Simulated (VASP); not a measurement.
Y, 1 atom in the cell. Symmetry: Fm-3m, No. 225, cubic system. Conventional cell: a = 4.774 Å, b = 4.774 Å, c = 4.774 Å, α = 90.00°, β = 90.00°, γ = 90.00°. Y (site symmetry m-3m) has 12 Y at 3.38 Å within 4.4 Å.  This cell differs from its parent crystal: volume scaled by 0.88.

* Program: VASP 6.6.1
* Task: single point
* Functional: PBEsol
* Potentials or basis: VASP PAW PBE potentials, release 64 (Y_sv)
* Cutoff: 520 eV
* k mesh: 12 × 12 × 12
* Occupations: fermi-dirac, width 0.1 eV
* Spin: no spin polarisation
* Dipole correction: no
* Further INCAR settings: ALGO = Normal; EDIFF = 1e-07; NBANDS = 12

Potentials or basis: VASP PAW PBE potentials, release 64 (Y_sv).

Command:

```bash
$ cat potpaw_PBE.64/Y_sv/POTCAR > POTCAR
$ mpirun -np 1 vasp_std > vasp.out
```

Hardware: 1 thread of Intel(R) Xeon(R) 6975P-C (Granite Rapids), on a shared host.

Problem. How long does it take, and how much memory?

Solution. Run time: 12 s on 1 thread of Intel(R) Xeon(R) 6975P-C (Granite Rapids), with other jobs on the host, peak memory 0.18 GiB. Counts: scf iterations 13, k points 72.
